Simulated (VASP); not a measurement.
Input of a VASP 6.6.1 run:

File INCAR:

```
SYSTEM = AlAs3
PREC = Accurate ; ENCUT = 520
EDIFF = 1E-7 ; ISMEAR = 0
SIGMA = 0.1 ; LREAL = .FALSE.
LASPH = .TRUE. ; NELM = 100
ALGO = Normal ; ISIF = 2
LWAVE = .FALSE. ; LCHARG = .TRUE.
GGA = PE ; LELF = .TRUE.
LVHAR = .TRUE. ; NBANDS = 17
```

KPOINTS

```
Automatic mesh
0
G
  12 12 12
  0 0 0
```

File POSCAR:

```
AlAs3
1.0
    4.2339690795      0.0000000000      0.0000000000
    0.0000000000      4.2339690795      0.0000000000
    0.0000000000      0.0000000000      4.2339690795
Al As
1 3
Direct
    0.5000000000      0.5000000000      0.5000000000
    0.5000000000      0.0000000000      0.0000000000
    0.0000000000      0.5000000000      0.0000000000
    0.0000000000      0.0000000000      0.5000000000
```

Potentials or basis: VASP PAW PBE potentials, release 64 (Al, As).

Launch:

```sh
$ cat potpaw_PBE.64/Al/POTCAR potpaw_PBE.64/As/POTCAR > POTCAR
$ mpirun -np 1 vasp_std > vasp.out
```

Q: Predict the pressure.

A: 0.1 GPa.

Q: What does it give for the band gap on the k mesh?

A: Zero (band 9 reaches 10.74 eV, above the bottom of band 10 at 5.00 eV).
